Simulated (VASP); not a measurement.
# SiC (P6_3mc) in VASP: notebook

Aim: see how the results for SiC move with the level of theory and the settings. Levels: r2SCAN, PBE. Tasks: single point.

Everything below comes from runs of VASP 6.6.1. Logs are shortened: lines on timing, memory, paths and dates and some standing lists are left out, and cuts for length are marked.

**1. The cell of the first run**

Symmetry: P6_3mc, No. 186, hexagonal system. Conventional cell: a = 3.136 Å, b = 3.136 Å, c = 5.147 Å, α = 90.00°, β = 90.00°, γ = 120.00°. Si (site symmetry 3m) has 4 C at 1.92 to 1.93 Å within 2.5 Å. Within 2.5 Å of C (site symmetry 3m) lie 4 Si at 1.92 to 1.93 Å.

**2. Single point, r2SCAN (volume changed by +6%)**

Input file POSCAR:

```
SiC
1.0
    3.1356726542      0.0000000000      0.0000000000
   -1.5678363271      2.7155721765      0.0000000000
    0.0000000000      0.0000000000      5.1471157274
Si C
2 2
Direct
    0.3333333333      0.6666666667     -0.0004083979
    0.6666666667      0.3333333333      0.4995916021
    0.3333333333      0.6666666667      0.3754083979
    0.6666666667      0.3333333333      0.8754083979
```

Input file INCAR.step1:

```
ALGO = Normal ; EDIFF = 1E-4
ENCUT = 520 ; GGA = PE
ISMEAR = 0 ; LASPH = T
LCHARG = F ; LREAL = F
LWAVE = T ; NBANDS = 16
NELM = 100 ; PREC = Accurate
SIGMA = 0.01
```

Input file INCAR.step2:

```
ALGO = Normal ; EDIFF = 1E-6
ENCUT = 520 ; ISIF = 2
ISMEAR = 0 ; ISTART = 1
LASPH = T ; LCHARG = F
LMIXTAU = T ; LREAL = F
LWAVE = F ; METAGGA = R2SCAN
NBANDS = 16 ; NELM = 100
PREC = Accurate ; SIGMA = 0.01
```

Input file KPOINTS:

```
k-points
0
Gamma
  9 9 4
```

Potentials or basis: VASP PAW PBE potentials, release 64 (Si, C).

The run is started by

```console
> cat potpaw_PBE.64/Si/POTCAR potpaw_PBE.64/C/POTCAR > POTCAR
> cp INCAR.step1 INCAR
> mpirun -np 1 vasp_std > vasp.out
> cp INCAR.step2 INCAR
> mpirun -np 1 vasp_std > vasp.out
```

OUTCAR:

```text
EDIFF = 1E-6
   ENCUT = 520
   ISIF = 2
   ISMEAR = 0
   ISTART = 1
   LASPH = T
   LREAL = F
   METAGGA = R2SCAN
   NELM = 100
   PREC = Accurate

 ion  position               nearest neighbor table
   1  0.333  0.667  1.000-   4 1.92   4 1.92   4 1.92   3 1.93   2 3.15   2 3.15   2 3.15   2 3.15
                             2 3.15   2 3.15
   2  0.667  0.333  0.500-   3 1.92   3 1.92   3 1.92   4 1.93   1 3.15   1 3.15   1 3.15   1 3.15
                             1 3.15   1 3.15
   3  0.333  0.667  0.375-   2 1.92   2 1.92   2 1.92   1 1.93
   4  0.667  0.333  0.875-   1 1.92   1 1.92   1 1.92   2 1.93

  LATTYP: Found a hexagonal cell.
 ALAT       =     3.1356726542
 C/A-ratio  =     1.6414710000

  Lattice vectors:

 A1 = (   3.1356726542,   0.0000000000,   0.0000000000)
 A2 = (  -1.5678363271,   2.7155721765,   0.0000000000)
 A3 = (   0.0000000000,   0.0000000000,   5.1471157274)

Analysis of symmetry for initial positions (statically):
=====================================================================
 Subroutine PRICEL returns:
 Original cell was already a primitive cell.

 Routine SETGRP: Setting up the symmetry group for a
 hexagonal supercell.

 Subroutine GETGRP returns: Found 12 space group operations
 (whereof  6 operations were pure point group operations)
 out of a pool of 24 trial point group operations.

The static configuration has the point symmetry C_3v.
 The point group associated with its full space group is C_6v.

Analysis of symmetry for dynamics (positions and initial velocities):
=====================================================================
 Subroutine PRICEL returns:
 Original cell was already a primitive cell.

 Routine SETGRP: Setting up the symmetry group for a
 hexagonal supercell.

 Subroutine GETGRP returns: Found 12 space group operations
 (whereof  6 operations were pure point group operations)
 out of a pool of 24 trial point group operations.

The dynamic configuration has the point symmetry C_3v.
 The point group associated with its full space group is C_6v.

 Subroutine INISYM returns: Found 12 space group operations
 (whereof  6 operations are pure point group operations),
 and found     1 'primitive' translations

----------------------------------------------------------------------------------------

                                     Primitive cell

  volume of cell :      43.8284

  direct lattice vectors                    reciprocal lattice vectors
     3.135672654  0.000000000  0.000000000     0.318910840  0.184123259  0.000000000
    -1.567836327  2.715572176  0.000000000     0.000000000  0.368246519  0.000000000
     0.000000000  0.000000000  5.147115727     0.000000000  0.000000000  0.194283566

  length of vectors
     3.135672654  3.135672654  5.147115727     0.368246519  0.368246519  0.194283566

  position of ions in fractional coordinates (direct lattice)
     0.333333333  0.666666667  0.999591602
     0.666666667  0.333333333  0.499591602
     0.333333333  0.666666667  0.375408398
     0.666666667  0.333333333  0.875408398

  ion indices of the primitive-cell ions
   primitive index   ion index
                 1           1
                 2           2
                 3           3
                 4           4

----------------------------------------------------------------------------------------

 KPOINTS: k-points

Automatic generation of k-mesh.
 Grid dimensions read from file:
 generate k-points for:    9    9    4

 Generating k-lattice:

  Cartesian coordinates                     Fractional coordinates (reciprocal lattice)
     0.035434538  0.020458140  0.000000000     0.111111111  0.000000000  0.000000000
     0.000000000  0.040916280  0.000000000     0.000000000  0.111111111  0.000000000
     0.000000000  0.000000000  0.048570892     0.000000000  0.000000000  0.250000000

  Length of vectors
     0.040916280  0.040916280  0.048570892

  Shift w.r.t. Gamma in fractional coordinates (k-lattice)
     0.000000000  0.000000000  0.000000000

 Subroutine IBZKPT returns following result:
 ===========================================

 Found     36 irreducible k-points:

 Following reciprocal coordinates:
            Coordinates               Weight
  0.000000  0.000000  0.000000      1.000000
  0.111111  0.000000  0.000000      6.000000
  0.222222  0.000000  0.000000      6.000000
  0.333333  0.000000  0.000000      6.000000
  0.444444  0.000000  0.000000      6.000000
  0.111111  0.111111  0.000000      6.000000
[... 16 lines left out ...]
  0.333333  0.222222  0.250000     24.000000
  0.333333  0.333333  0.250000      4.000000
 [... further k-points ...]
   k-points           NKPTS =     36   k-points in BZ     NKDIM =     36   number of bands    NBANDS=     16
   number of dos      NEDOS =    301   number of ions     NIONS =      4
   total plane-waves  NPLWV =  23040
   dimension x,y,z NGX =    24 NGY =   24 NGZ =   40
   dimension x,y,z NGXF=    48 NGYF=   48 NGZF=   80
   ions per type =               2   2
   NGX,Y,Z   is equivalent  to a cutoff of  12.72, 12.72, 12.92 a.u.
   NGXF,Y,Z  is equivalent  to a cutoff of  25.45, 25.45, 25.84 a.u.
 SYSTEM =  unknown system
   PREC   = accura    normal or accurate (medium, high low for compatibility)
   ISTART =      1    job   : 0-new  1-cont  2-samecut
   ICHARG =      0    charge: 1-file 2-atom 10-const
   ISPIN  =      1    spin polarized calculation?
   LNONCOLLINEAR =      F non collinear calculations
   LSORBIT =      F    spin-orbit coupling
   LASPH  =      T    aspherical Exc in radial PAW
   ENCUT  =  520.0 eV  38.22 Ry    6.18 a.u.   5.83  5.83  9.57*2*pi/ulx,y,z
   NELM   =    100;   NELMIN=  2; NELMDL=  0     # of ELM steps
   EDIFF  = 0.1E-05   stopping-criterion for ELM
   LREAL  =      F    real-space projection
   EDIFFG = 0.1E-04   stopping-criterion for IOM
   NSW    =      0    number of steps for IOM
   IBRION =     -1    ionic relax: 0-MD 1-quasi-New 2-CG
   NFREE  =      0    steps in history (QN), initial steepest desc. (CG)
   ISIF   =      2    stress and relaxation
   ISYM   =      2    0-nonsym 1-usesym 2-fastsym
   POTIM  = 0.5000    time-step for ionic-motion
   TEBEG  =    0.0;   TEEND  =   0.0 temperature during run
   PSTRESS=    0.0 pullay stress
   NELECT =      16.0000    total number of electrons
   NUPDOWN=      -1.0000    fix difference up-down
   EMIN   =  10.00;   EMAX   =-10.00  energy-range for DOS
   EFERMI =   0.00;   METHOD = LEGACY
   ISMEAR =     0;   SIGMA  =   0.01  broadening in eV -4-tet -1-fermi 0-gaus
   EFERMI_NEDOS =   21; number of points for ismear=-14 and -15
   IALGO  =     38    algorithm
   IMIX   =      4    mixing-type and parameters
     AMIX     =   0.40;   BMIX     =  1.00
     AMIX_MAG =   1.60;   BMIX_MAG =  1.00
  volume/ion in A,a.u.               =      10.96        73.94
  Fermi-wavevector in a.u.,A,eV,Ry     =   1.170028  2.211032 18.625898  1.368965
  Thomas-Fermi vector in A             =   2.306492
   LORBIT       =      0    0 simple, 1 ext, 2 COOP (PROOUT), +10 PAW based schemes
   METAGGA = R2SCAN    functional components
   LHFCALC =     F    Hartree Fock is set to
   AEXX    =    0.0000 exact exchange contribution
   IVDW    =     0    specifies the selected vdW correction
   LEPSILON=     F    determine dielectric tensor
   LRPA    =     F    only Hartree local field effects (RPA)
 non-spin polarized calculation
 Gauss-broadening in eV      SIGMA  =   0.01
  energy-cutoff  :      520.00
  volume of cell :       43.83
 maximum number of plane-waves:      1190
 NGX is ok and might be reduce to    24
   NGX = 11   NGY = 11   NGZ = 19

 number of electron      16.0000000 magnetization

 Free energy of the ion-electron system (eV)
  ---------------------------------------------------
  ext. energy  EPLUGINS =         0.00000000
  ---------------------------------------------------
  free energy    TOTEN  =       -38.54019632 eV

  energy without entropy =      -38.54019632  energy(sigma->0) =      -38.54019632

 E-fermi :   7.5845     XC(G=0): -11.6700

 val. band max:        7.4998707134   @ k =   0.0000   0.0000   0.0000
 cond. band min:      10.2403392796   @ k =   0.3333   0.3333   0.0000
 fundamental gap:      2.7404685663
 Fermi energy:         7.5844521052

 k-point     1 :       0.0000    0.0000    0.0000
  band No.  band energies     occupation
      1      -8.3897      2.00000
      2      -4.9751      2.00000
      3      -1.1651      2.00000
      4       6.1435      2.00000
      5       6.1435      2.00000
      6       7.3897      2.00000
[... 8 lines left out ...]
     15      16.6525      0.00000
     16      19.2964      0.00000

 k-point     2 :       0.1111    0.0000    0.0000
  band No.  band energies     occupation
      1      -8.1780      2.00000
      2      -4.7971      2.00000
      3      -0.9753      2.00000
      4       5.0111      2.00000
      5       5.7955      2.00000
      6       6.6720      2.00000
[... 8 lines left out ...]
     15      17.1980      0.00000
     16      17.9288      0.00000

 k-point     3 :       0.2222    0.0000    0.0000
  band No.  band energies     occupation
      1      -7.5555      2.00000
      2      -4.2996      2.00000
      3      -0.4504      2.00000
      4       2.9003      2.00000
      5       4.9010      2.00000
      6       5.1127      2.00000
[... 8 lines left out ...]
     15      17.7178      0.00000
     16      18.3139      0.00000

 k-point     4 :       0.3333    0.0000    0.0000
  band No.  band energies     occupation
      1      -6.5744      2.00000
      2      -3.6747      2.00000
      3      -0.0374      2.00000
      4       1.3777      2.00000
      5       2.9858      2.00000
      6       4.5152      2.00000
[... 8 lines left out ...]
     15      18.7740      0.00000
     16      19.8373      0.00000

 k-point     5 :       0.4444    0.0000    0.0000
  band No.  band energies     occupation
      1      -5.4550      2.00000
      2      -3.5942      2.00000
      3      -0.4259      2.00000
      4       1.3640      2.00000
      5       1.9192      2.00000
      6       4.1852      2.00000
[... 8 lines left out ...]
     15      18.5114      0.00000
     16      20.4837      0.00000

 k-point     6 :       0.1111    0.1111    0.0000
  band No.  band energies     occupation
      1      -7.7607      2.00000
      2      -4.4579      2.00000
      3      -0.6145      2.00000
      4       3.6705      2.00000
      5       4.7648      2.00000
      6       5.7993      2.00000
[... 8 lines left out ...]
     15      17.4663      0.00000
     16      18.0295      0.00000
[... 267 lines left out ...]
 k-point    21 :       0.4444    0.1111    0.2500
  band No.  band energies     occupation
      1      -4.8208      2.00000
      2      -3.7902      2.00000
      3      -0.7574      2.00000
      4       0.3306      2.00000
      5       3.0535      2.00000
      6       3.9596      2.00000
[... 8 lines left out ...]
     15      19.2574      0.00000
     16      20.9251      0.00000

 k-point    22 :       0.2222    0.2222    0.2500
  band No.  band energies     occupation
      1      -5.7437      2.00000
      2      -3.9804      2.00000
      3       0.1560      2.00000
      4       1.7024      2.00000
      5       2.9561      2.00000
      6       3.0851      2.00000
[... 8 lines left out ...]
     15      17.8877      0.00000
     16      19.3073      0.00000

 k-point    23 :       0.3333    0.2222    0.2500
  band No.  band energies     occupation
      1      -4.7082      2.00000
      2      -3.6616      2.00000
      3      -0.3127      2.00000
      4       0.6818      2.00000
      5       1.9898      2.00000
      6       3.6941      2.00000
[... 8 lines left out ...]
     15      19.3695      0.00000
     16      19.9609      0.00000

 k-point    24 :       0.3333    0.3333    0.2500
  band No.  band energies     occupation
      1      -3.9398      2.00000
      2      -3.9398      2.00000
      3       0.2485      2.00000
      4       0.2485      2.00000
      5       1.1618      2.00000
      6       3.0584      2.00000
[... 8 lines left out ...]
     15      19.9946      0.00000
     16      20.2611      0.00000

 [... further k-points ...]
[... 5 lines left out ...]
  --------------------------------------------------------------------------------------
  -------------------------------------------------------------------------------------
  Total       -3.3071639     -3.3071639     -3.2182700      0.0000000      0.0000000      0.0000000
  in kB     -120.8955454   -120.8955454   -117.6459690      0.0000000      0.0000000      0.0000000
  external PRESSURE =    -119.8123532 kB  Pullay stress =       0.0000000 kB

 VOLUME and BASIS-vectors are now :
 -----------------------------------------------------------------------------
  energy-cutoff  :      520.00
  volume of cell :       43.83
      direct lattice vectors                 reciprocal lattice vectors
     3.135672654  0.000000000  0.000000000     0.318910840  0.184123259  0.000000000
    -1.567836327  2.715572176  0.000000000     0.000000000  0.368246519  0.000000000
     0.000000000  0.000000000  5.147115727     0.000000000  0.000000000  0.194283566

 POSITION                                       TOTAL-FORCE (eV/Angst)
 -----------------------------------------------------------------------------------
     -0.00000      1.81038      5.14501         0.000000     -0.000000     -0.009766
      1.56784      0.90519      2.57146        -0.000000      0.000000     -0.009766
     -0.00000      1.81038      1.93227        -0.000000     -0.000000      0.009766
      1.56784      0.90519      4.50583        -0.000000     -0.000000      0.009766
 -----------------------------------------------------------------------------------
    total drift:                               -0.000000      0.000000      0.000370

  FREE ENERGIE OF THE ION-ELECTRON SYSTEM (eV)
  ---------------------------------------------------
  free  energy   TOTEN  =       -38.5401963154 eV

  energy  without entropy=      -38.5401963154  energy(sigma->0) =      -38.54019632
```

Wall time 60 s (1 thread of Intel Xeon 6975P-C, shared host); peak memory 0.17 GiB.

What came out:

* Free energy: -38.5402 eV
* Pressure: -12.0 GPa
* Largest force: 0.010 eV/Å
* Band gap on the k mesh: 2.74 eV, indirect (least direct gap 4.38 eV)

Forces in eV/Å, atoms in the order of the input:
```
Si   0.000  0.000 -0.010
Si   0.000  0.000 -0.010
C    0.000  0.000  0.010
C    0.000  0.000  0.010
```

Levels at points of the mesh, in eV from the valence-band top:
```tsv
k point	band 4	band 5	band 6	band 7	band 8	band 9	band 10	band 11	band 12	band 13
(0.00, 0.00, 0.00)	-1.36	-1.36	-0.11	0.00	0.00	4.86	6.11	6.82	6.82	7.82
(0.00, 0.00, 0.50)	-4.52	-0.74	-0.74	-0.74	-0.74	5.96	5.96	7.56	7.56	7.56
```

Caveat: the cell differs from its parent crystal (volume changed by +6%); the PAW data sets were made with another functional, which shifts forces and pressure a little.

**3. Single point, PBE**

This run uses another cell than the first one, of 10.34 Å³/atom, 0.943 times its volume.

Input file INCAR:

```
ALGO = Normal ; EDIFF = 1E-7
ENCUT = 520 ; GGA = PE
ISIF = 2 ; ISMEAR = 0
LASPH = True ; LCHARG = False
LREAL = False ; LWAVE = False
NBANDS = 16 ; NELM = 60
PREC = Accurate ; SIGMA = 0.01
```

Input file KPOINTS:

```
k-points
0
Gamma
  12 12 6
```

Input file POSCAR:

```
SiC
1.0
    3.0753562384      0.0000000000      0.0000000000
   -1.5376781192      2.6633366281      0.0000000000
    0.0000000000      0.0000000000      5.0481080801
Si C
2 2
Direct
    0.3333333333      0.6666666667     -0.0004083979
    0.6666666667      0.3333333333      0.4995916021
    0.3333333333      0.6666666667      0.3754083979
    0.6666666667      0.3333333333      0.8754083979
```

Potentials or basis: VASP PAW PBE potentials, release 64 (Si, C).

The run is started by

```console
> cat potpaw_PBE.64/Si/POTCAR potpaw_PBE.64/C/POTCAR > POTCAR
> mpirun -np 1 vasp_std > vasp.out
```

Run time: 34 s. Hardware: 1 thread of Intel Xeon 6975P-C, shared host; peak memory 0.18 GiB.

Results (log left out):

| Quantity | Value |
| --- | --- |
| Free energy | -30.1031 eV |
| Pressure | 3.5 GPa |
| Largest force | 0.003 eV/Å |
| Band gap on the k mesh | 2.27 eV, indirect (least direct gap 3.97 eV) |

Forces in eV/Å, atoms in the order of the input:
```
Si   0.000  0.000  0.003
Si   0.000  0.000  0.003
C    0.000  0.000 -0.003
C    0.000  0.000 -0.003
```

Stress tensor (GPa, compression positive):
```
3.51 0.00 0.00
0.00 3.51 0.00
0.00 0.00 3.34
```

Levels at points of the mesh, in eV from the valence-band top:
```tsv
k point	band 4	band 5	band 6	band 7	band 8	band 9	band 10	band 11	band 12	band 13
(0.00, 0.00, 0.00)	-1.32	-1.32	-0.11	0.00	0.00	4.81	6.21	6.67	6.67	7.75
(0.50, 0.00, 0.00)	-6.29	-5.43	-3.32	-3.29	-1.20	2.78	4.22	6.88	7.13	10.05
(0.00, 0.00, 0.50)	-4.44	-0.71	-0.71	-0.71	-0.71	5.90	5.90	7.35	7.35	7.35
(0.50, 0.00, 0.50)	-8.26	-2.44	-2.44	-2.33	-2.33	3.29	3.29	5.26	5.26	10.37
```

(Part 1 of 2 ends here.)
